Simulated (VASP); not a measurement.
# SiC (P6_3mc) in VASP: a series of runs, part 2 of 2

VASP 6.6.1. Earlier steps stand in the parts before.

### 4 Single point, PBE-based screened hybrid with 100 % exact exchange

POSCAR reads:

```
SiC
1.0
    3.0753564236      0.0000000000      0.0000000000
   -1.5376782118      2.6633367885      0.0000000000
    0.0000000000      0.0000000000      5.0481087552
Si C
2 2
Direct
    0.3333333333      0.6666666667      0.4995917705
    0.6666666667      0.3333333333      0.9995917705
    0.3333333333      0.6666666667      0.8754082295
    0.6666666667      0.3333333333      0.3754082295
```

INCAR.step1 reads:

```
SYSTEM = SiC
PREC     = Accurate       ! precision mode
ENCUT    = 520            ! plane-wave cutoff, eV
EDIFF    = 1E-5           ! SCF threshold, eV
ISMEAR   = 0              ! smearing method
SIGMA    = 0.01           ! smearing width, eV
LREAL    = .FALSE.        ! projectors in reciprocal space
LASPH    = .TRUE.         ! aspherical terms in the spheres
NELM     = 60             ! most SCF steps
ALGO     = Normal         ! electronic algorithm
ISIF     = 2              ! what is computed and relaxed
LWAVE    = .TRUE.         ! write WAVECAR
LCHARG   = .FALSE.        ! write CHGCAR
NBANDS   = 16             ! bands
GGA      = PE             ! functional
```

INCAR.step2 reads:

```
SYSTEM = SiC
PREC     = Accurate       ! precision mode
ENCUT    = 520            ! plane-wave cutoff, eV
EDIFF    = 1E-6           ! SCF threshold, eV
ISMEAR   = 0              ! smearing method
SIGMA    = 0.01           ! smearing width, eV
LREAL    = .FALSE.        ! projectors in reciprocal space
LASPH    = .TRUE.         ! aspherical terms in the spheres
NELM     = 60             ! most SCF steps
ALGO     = Normal         ! electronic algorithm
ISIF     = 2              ! what is computed and relaxed
LWAVE    = .FALSE.        ! write WAVECAR
LCHARG   = .FALSE.        ! write CHGCAR
GGA      = PE             ! functional
LHFCALC  = .TRUE.         ! exact exchange
AEXX     = 1.0            ! exact-exchange fraction
HFSCREEN = 0.1            ! screening, 1/A
PRECFOCK = Normal       
NBANDS   = 16             ! bands
ISTART   = 1            
ALDAC    = 1.0          
AGGAC    = 1.0
```

KPOINTS reads:

```
regular mesh
0
G
  6 6 2
  0 0 0
```

Potentials or basis: VASP PAW PBE potentials, release 64 (Si, C).

The run is started by

```bash
cat potpaw_PBE.64/Si/POTCAR potpaw_PBE.64/C/POTCAR > POTCAR
cp INCAR.step1 INCAR
mpirun -np 1 vasp_std > vasp.out
cp INCAR.step2 INCAR
mpirun -np 1 vasp_std > vasp.out
```

OUTCAR:

```text
SYSTEM = SiC
   PREC = Accurate
   ENCUT = 520
   EDIFF = 1E-6
   ISMEAR = 0
   LREAL = .FALSE.
   LASPH = .TRUE.
   NELM = 60
   ISIF = 2
   GGA = PE
   LHFCALC = .TRUE.
   AEXX = 1.0
   HFSCREEN = 0.1
   PRECFOCK = Normal
   ISTART = 1

 ion  position               nearest neighbor table
   1  0.333  0.667  0.500-   4 1.88   4 1.88   4 1.88   3 1.90   2 3.09   2 3.09   2 3.09   2 3.09
                             2 3.09   2 3.09
   2  0.667  0.333  1.000-   3 1.88   3 1.88   3 1.88   4 1.90   1 3.09   1 3.09   1 3.09   1 3.09
                             1 3.09   1 3.09
   3  0.333  0.667  0.875-   2 1.88   2 1.88   2 1.88   1 1.90
   4  0.667  0.333  0.375-   1 1.88   1 1.88   1 1.88   2 1.90

  LATTYP: Found a hexagonal cell.
 ALAT       =     3.0753564236
 C/A-ratio  =     1.6414711207

  Lattice vectors:

 A1 = (   3.0753564236,   0.0000000000,   0.0000000000)
 A2 = (  -1.5376782118,   2.6633367885,   0.0000000000)
 A3 = (   0.0000000000,   0.0000000000,   5.0481087552)

Analysis of symmetry for initial positions (statically):
=====================================================================
 Subroutine PRICEL returns:
 Original cell was already a primitive cell.

 Routine SETGRP: Setting up the symmetry group for a
 hexagonal supercell.

 Subroutine GETGRP returns: Found 12 space group operations
 (whereof  6 operations were pure point group operations)
 out of a pool of 24 trial point group operations.

The static configuration has the point symmetry C_3v.
 The point group associated with its full space group is C_6v.

Analysis of symmetry for dynamics (positions and initial velocities):
=====================================================================
 Subroutine PRICEL returns:
 Original cell was already a primitive cell.

 Routine SETGRP: Setting up the symmetry group for a
 hexagonal supercell.

 Subroutine GETGRP returns: Found 12 space group operations
 (whereof  6 operations were pure point group operations)
 out of a pool of 24 trial point group operations.

The dynamic configuration has the point symmetry C_3v.
 The point group associated with its full space group is C_6v.

 Subroutine INISYM returns: Found 12 space group operations
 (whereof  6 operations are pure point group operations),
 and found     1 'primitive' translations

----------------------------------------------------------------------------------------

                                     Primitive cell

  volume of cell :      41.3476

  direct lattice vectors                    reciprocal lattice vectors
     3.075356424  0.000000000  0.000000000     0.325165562  0.187734425  0.000000000
    -1.537678212  2.663336789  0.000000000     0.000000000  0.375468850  0.000000000
     0.000000000  0.000000000  5.048108755     0.000000000  0.000000000  0.198093989

  length of vectors
     3.075356424  3.075356424  5.048108755     0.375468850  0.375468850  0.198093989

  position of ions in fractional coordinates (direct lattice)
     0.333333333  0.666666667  0.499591770
[... 49 lines left out ...]
  0.500000  0.000000  0.500000      3.000000
  0.166667  0.166667  0.500000      6.000000
  0.333333  0.166667  0.500000     12.000000
  0.333333  0.333333  0.500000      2.000000
   k-points           NKPTS =     14   k-points in BZ     NKDIM =     72   number of bands    NBANDS=     16
   number of dos      NEDOS =    301   number of ions     NIONS =      4
   total plane-waves  NPLWV =  23040
   dimension x,y,z NGX =    24 NGY =   24 NGZ =   40
   dimension x,y,z NGXF=    48 NGYF=   48 NGZF=   80
   ions per type =               2   2
   NGX,Y,Z   is equivalent  to a cutoff of  12.97, 12.97, 13.17 a.u.
   NGXF,Y,Z  is equivalent  to a cutoff of  25.95, 25.95, 26.35 a.u.
 SYSTEM =  SiC
   PREC   = accura    normal or accurate (medium, high low for compatibility)
   ISTART =      1    job   : 0-new  1-cont  2-samecut
   ICHARG =      0    charge: 1-file 2-atom 10-const
   ISPIN  =      1    spin polarized calculation?
   LNONCOLLINEAR =      F non collinear calculations
   LSORBIT =      F    spin-orbit coupling
   LASPH  =      T    aspherical Exc in radial PAW
   ENCUT  =  520.0 eV  38.22 Ry    6.18 a.u.   5.72  5.72  9.39*2*pi/ulx,y,z
   NELM   =     60;   NELMIN=  2; NELMDL=  0     # of ELM steps
   EDIFF  = 0.1E-05   stopping-criterion for ELM
   LREAL  =      F    real-space projection
   EDIFFG = 0.1E-04   stopping-criterion for IOM
   NSW    =      0    number of steps for IOM
   IBRION =     -1    ionic relax: 0-MD 1-quasi-New 2-CG
   NFREE  =      0    steps in history (QN), initial steepest desc. (CG)
   ISIF   =      2    stress and relaxation
   ISYM   =      3    0-nonsym 1-usesym 2-fastsym
   POTIM  = 0.5000    time-step for ionic-motion
   TEBEG  =    0.0;   TEEND  =   0.0 temperature during run
   PSTRESS=    0.0 pullay stress
   NELECT =      16.0000    total number of electrons
   NUPDOWN=      -1.0000    fix difference up-down
   EMIN   =  10.00;   EMAX   =-10.00  energy-range for DOS
   EFERMI =   0.00;   METHOD = LEGACY
   ISMEAR =     0;   SIGMA  =   0.01  broadening in eV -4-tet -1-fermi 0-gaus
   EFERMI_NEDOS =   21; number of points for ismear=-14 and -15
   IALGO  =     38    algorithm
   IMIX   =      1    mixing-type and parameters
     AMIX     =   0.40;   BMIX     =  1.00
     AMIX_MAG =   1.60;   BMIX_MAG =  1.00
  volume/ion in A,a.u.               =      10.34        69.76
  Fermi-wavevector in a.u.,A,eV,Ry     =   1.192975  2.254396 19.363673  1.423190
  Thomas-Fermi vector in A             =   2.329001
   LORBIT       =      0    0 simple, 1 ext, 2 COOP (PROOUT), +10 PAW based schemes
   GGA     = PE    functional components
   LHFCALC =     T    Hartree Fock is set to
   PRECFOCK=normal    Normal, Fast or Accurate (Low or Medium for compatibility)
   ENCUT4O =  -1.0   cutoff for four orbital integrals eV
   NKREDX  =     1    reduce k-point grid by
   NKREDY  =     1    reduce k-point grid by
   NKREDZ  =     1    reduce k-point grid by
   AEXX    =    1.0000 exact exchange contribution
   HFSCREEN=    0.1000 screening length (either q_TF or 0.3 A-1)
   HFSCREENC=   0.1000 screening length for correlation (either q_TF or 0.3 A-1)
   ENCUTFOCK=  -1.0 apply spherical cutoff to Coloumb kernel
   IVDW    =     0    specifies the selected vdW correction
   LEPSILON=     F    determine dielectric tensor
   LRPA    =     F    only Hartree local field effects (RPA)
 non-spin polarized calculation
 Gauss-broadening in eV      SIGMA  =   0.01
  energy-cutoff  :      520.00
  volume of cell :       41.35
 maximum number of plane-waves:      1124
 NGX is ok and might be reduce to    24
  NGX = 18; NGY = 18; NGZ = 30

 number of electron      16.0000000 magnetization

 Free energy of the ion-electron system (eV)
  ---------------------------------------------------
  ext. energy  EPLUGINS =         0.00000000
  ---------------------------------------------------
  free energy    TOTEN  =       -54.31209349 eV

  energy without entropy =      -54.31209349  energy(sigma->0) =      -54.31209349

 E-fermi :   4.9604     XC(G=0):  -2.6148

 val. band max:        4.8747425633   @ k =   0.0000   0.0000   0.0000
 cond. band min:      12.4148849022   @ k =   0.3333   0.3333   0.0000
 fundamental gap:      7.5401423388
 Fermi energy:         4.9603653688

 k-point     1 :       0.0000    0.0000    0.0000
  band No.  band energies     occupation
      1     -17.0704      2.00000
      2     -12.4141      2.00000
      3      -7.1100      2.00000
      4       3.0062      2.00000
      5       3.0062      2.00000
      6       4.7098      2.00000
[... 243 lines left out ...]
      3      -5.7745      2.00000
      4      -5.7745      2.00000
      5      -2.7361      2.00000
      6      -2.7361      2.00000
[... 8 lines left out ...]
     15      23.7003      0.00000
     16      23.7003      0.00000

------------------------ aborting loop because EDIFF is reached ----------------------------------------

  FORCE on cell =-STRESS in cart. coord.  units (eV):
  Direction    XX          YY          ZZ          XY          YZ          ZX
  --------------------------------------------------------------------------------------
  -------------------------------------------------------------------------------------
  Total       -4.1673910     -4.1673910     -4.1328297     -0.0000000      0.0000000      0.0000000
  in kB     -161.4821726   -161.4821726   -160.1429567     -0.0000000      0.0000000      0.0000000
  external PRESSURE =    -161.0357673 kB  Pullay stress =       0.0000000 kB

 VOLUME and BASIS-vectors are now :
 -----------------------------------------------------------------------------
  energy-cutoff  :      520.00
  volume of cell :       41.35
      direct lattice vectors                 reciprocal lattice vectors
     3.075356424  0.000000000  0.000000000     0.325165562  0.187734425  0.000000000
    -1.537678212  2.663336789  0.000000000     0.000000000  0.375468850  0.000000000
     0.000000000  0.000000000  5.048108755     0.000000000  0.000000000  0.198093989

 POSITION                                       TOTAL-FORCE (eV/Angst)
 -----------------------------------------------------------------------------------
     -0.00000      1.77556      2.52199         0.000000     -0.000000     -0.078815
      1.53768      0.88778      5.04605        -0.000000      0.000000     -0.078815
     -0.00000      1.77556      4.41916         0.000000      0.000000      0.078815
      1.53768      0.88778      1.89510        -0.000000     -0.000000      0.078815
 -----------------------------------------------------------------------------------
    total drift:                               -0.000000     -0.000000      0.000025

  FREE ENERGIE OF THE ION-ELECTRON SYSTEM (eV)
  ---------------------------------------------------
  free  energy   TOTEN  =       -54.3120934867 eV

  energy  without entropy=      -54.3120934867  energy(sigma->0) =      -54.31209349
```

Run time: 5.5 min. Hardware: 1 thread of Intel Xeon 6975P-C (Granite Rapids), shared host; peak memory 0.25 GiB.

Results:

| Item | Value |
| --- | --- |
| Free energy | -54.3121 eV |
| Pressure | -16.1 GPa |
| Largest force | 0.079 eV/Å |
| Band gap on the k mesh | 7.54 eV (least direct gap 10.03 eV) |

Forces on the atoms (eV/Å):
```
Si   0.000  0.000 -0.079
Si   0.000  0.000 -0.079
C    0.000  0.000  0.079
C    0.000  0.000  0.079
```

Levels at points of the mesh, in eV from the valence-band top:
| k point | band 4 | band 5 | band 6 | band 7 | band 8 | band 9 | band 10 | band 11 | band 12 | band 13 |
| --- | --- | --- | --- | --- | --- | --- | --- | --- | --- | --- |
| (0.00, 0.00, 0.00) | -1.87 | -1.87 | -0.16 | 0.00 | 0.00 | 11.18 | 13.03 | 13.26 | 13.26 | 14.73 |
| (0.50, 0.00, 0.00) | -8.78 | -7.42 | -4.62 | -4.18 | -1.73 | 8.30 | 10.03 | 13.47 | 13.79 | 17.77 |
| (0.00, 0.00, 0.50) | -6.14 | -1.01 | -1.01 | -1.01 | -1.01 | 12.47 | 12.47 | 14.10 | 14.10 | 14.10 |
| (0.50, 0.00, 0.50) | -11.39 | -3.39 | -3.39 | -3.25 | -3.25 | 8.96 | 8.96 | 11.42 | 11.42 | 18.07 |

Caveat: the k points lie up to 0.62 Å⁻¹ apart; the PAW data sets were made with another functional, which shifts forces and pressure a little.

### 5 Single point, HSE06

POSCAR is that of step 4.

INCAR.step1 is that of step 4.

Changes to INCAR.step2 since step 4:

```diff
@@ -15,8 +15,5 @@
 LHFCALC  = .TRUE.         ! exact exchange
-AEXX     = 1.0            ! exact-exchange fraction
-HFSCREEN = 0.1            ! screening, 1/A
+HFSCREEN = 0.2079         ! screening, 1/A
 PRECFOCK = Normal       
 NBANDS   = 16             ! bands
-ISTART   = 1            
-ALDAC    = 1.0          
-AGGAC    = 1.0
+ISTART   = 1
```

KPOINTS is that of step 4.

The run is started by

```bash
cat potpaw_PBE.64/Si/POTCAR potpaw_PBE.64/C/POTCAR > POTCAR
cp INCAR.step1 INCAR
mpirun -np 1 vasp_std > vasp.out
cp INCAR.step2 INCAR
mpirun -np 1 vasp_std > vasp.out
```

It took 5 min on 1 thread of Intel Xeon 6975P-C (Granite Rapids), shared host; peak memory 0.25 GiB.

The run converged. Its results:

```
Free energy            : -34.8411 eV
Pressure               : -1.5 GPa
Largest force          : 0.045 eV/Å
Band gap on the k mesh : 3.17 eV (least direct gap 5.07 eV)
```

Forces in eV/Å, atoms in the order of the input:
```
Si   0.000  0.000 -0.045
Si   0.000  0.000 -0.045
C    0.000  0.000  0.045
C    0.000  0.000  0.045
```

Stress tensor (GPa, compression positive):
```
-1.62  0.00  0.00
 0.00 -1.62  0.00
 0.00  0.00 -1.30
```

Levels at points of the mesh, in eV from the valence-band top:
```csv
k point,band 4,band 5,band 6,band 7,band 8,band 9,band 10,band 11,band 12,band 13
"(0.00, 0.00, 0.00)",-1.46,-1.46,-0.12,0.00,0.00,5.97,7.48,7.89,7.89,9.07
"(0.50, 0.00, 0.00)",-6.92,-5.94,-3.65,-3.51,-1.33,3.74,5.26,8.12,8.37,11.54
"(0.00, 0.00, 0.50)",-4.87,-0.79,-0.79,-0.79,-0.79,7.12,7.12,8.62,8.62,8.62
"(0.50, 0.00, 0.50)",-9.06,-2.69,-2.69,-2.56,-2.56,4.28,4.28,6.38,6.38,11.88
```

Caveat: the k points lie up to 0.62 Å⁻¹ apart; the PAW data sets were made with another functional, which shifts forces and pressure a little. A k mesh can miss the band edges.

### 6 Summary

| level | k mesh | share of exact exchange | screening parameter | gap on the mesh (eV) | pressure (GPa) | largest force (eV/Å) |
| --- | --- | --- | --- | --- | --- | --- |
| HSE06 | 4 × 4 × 4 | 0.25 | 0.2079 1/Å | 3.75 | -1.4 | 0.06 |
| HSE06 | 6 × 6 × 2 | 0.25 | 0.2079 1/Å | 3.17 | -1.5 | 0.05 |
| PBE-based screened hybrid with 100 % exact exchange | 6 × 6 × 2 | 1 | 0.1 1/Å | 7.54 | -16.1 | 0.08 |

Alike in all rows: task single point; potentials or basis VASP PAW PBE potentials, release 64 (Si, C); no spin polarisation; cell as given; cutoff (eV) 520; smearing gaussian 0.01 eV.

Caveats: all runs use coarse meshes; the PAW data sets were made with another functional, which shifts forces and pressure a little.

Absolute energies hang on the potentials; compare differences alone.
